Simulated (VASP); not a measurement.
A run of VASP 6.6.1 is set up as follows.

File POSCAR:

```
CdS
1.0
    0.0000000000      5.8784277752      5.8784277752
    5.8784277752      0.0000000000      5.8784277752
    5.8784277752      5.8784277752      0.0000000000
Cd S
8 8
Direct
    0.0026422881     -0.0007502856     -0.0041928728
   -0.0043434233      0.0016268806      0.5006416022
    0.0067277343      0.4951205682      0.0018044791
   -0.0028259257      0.4972076058      0.5023647671
    0.5079795337     -0.0029031572     -0.0032404923
    0.4956540441      0.0041784132      0.4998048139
    0.5034922794      0.5053043286     -0.0066895438
    0.4973702343      0.4976264253      0.5000821839
    0.1238757246      0.1247905950      0.1308730037
    0.1159689335      0.1304243293      0.6229725260
    0.1272433767      0.6286890205      0.1231014529
    0.1240400542      0.6247394100      0.6215291979
    0.6236027115      0.1348783264      0.1195934571
    0.6197779643      0.1268465019      0.6287871760
    0.6327078672      0.6271259325      0.1189892139
    0.6326429689      0.6283916621      0.6239530603
```

INCAR.step1

```
  ALGO = Normal
  EDIFF = 1E-4
  ENCUT = 520
  GGA = PE
  ISMEAR = -1
  LASPH = T
  LCHARG = F
  LREAL = Auto
  LWAVE = T
  NBANDS = 86
  NELM = 80
  PREC = Accurate
  SIGMA = 0.02
```

INCAR.step2

```
  ALGO = Normal
  EDIFF = 1E-7
  ENCUT = 520
  ISIF = 2
  ISMEAR = -1
  ISTART = 1
  LASPH = T
  LCHARG = F
  LMIXTAU = T
  LREAL = Auto
  LWAVE = F
  METAGGA = R2SCAN
  NBANDS = 86
  NELM = 80
  PREC = Accurate
  SIGMA = 0.02
```

KPOINTS

```
k-points
0
Gamma
  2 2 2
```

Potentials or basis: VASP PAW PBE potentials, release 64 (Cd, S).

Run with:

```sh
$ cat potpaw_PBE.64/Cd/POTCAR potpaw_PBE.64/S/POTCAR > POTCAR
$ cp INCAR.step1 INCAR
$ mpirun -np 1 vasp_std > vasp.out
$ cp INCAR.step2 INCAR
$ mpirun -np 1 vasp_std > vasp.out
```

(1) Predict the largest force.

(2) Predict the band gap on the k mesh.

Answers

(1) 0.776 eV/Å.

(2) 1.51 eV.

Caveat: the k points lie up to 0.46 Å⁻¹ apart; the atoms stand as in a frame of molecular dynamics; the PAW data sets were made with another functional, which shifts forces and pressure a little.
